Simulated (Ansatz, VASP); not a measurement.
## One calculation of Se, two programs

```xyz
1
Lattice="-1.7034 1.7034 1.7034 1.7034 -1.7034 1.7034 1.7034 1.7034 -1.7034" Properties=species:S:1:pos:R:3 pbc="T T T"
Se    0.0000    0.0000    0.0000
```

Alike in both runs: functional PBE; k mesh 4 × 4 × 4; occupations gaussian, width 0.1 eV; collinear spin; Hubbard terms Se p U = 2.2 eV.

Ansatz relaxed the structure, and its values are those at the end. VASP's run is a single point on that final structure, the one shown.

|  | VASP | Ansatz |
| --- | --- | --- |
| version | VASP 6.6.1 | Ansatz 0.2.0 |
| potentials or method | VASP PAW PBE potentials, release 64 (Se), cutoff 500 eV | scalar-relativistic, plane waves, PAW |
| valence electrons in the cell | 6 | 16 |

```csv
,VASP,Ansatz,Ansatz less VASP
gap on the k mesh at the Fermi level (eV),none,none,-
pressure (GPa),1.5,0.9,-0.53
```

The programs project onto different local orbitals, so the same U acts differently, and such runs can settle in different states. A gap of «none» marks a metal or a gap that the smearing closes. VASP's potentials hold 6 valence electrons a cell and Ansatz's 16, so a difference there can come from the potentials and not from the codes. Ansatz's warnings: filled band counts differ across k points, no starting moments, stress scf threshold loose.

The k mesh is coarse, so the values compare programs but aren't converged.
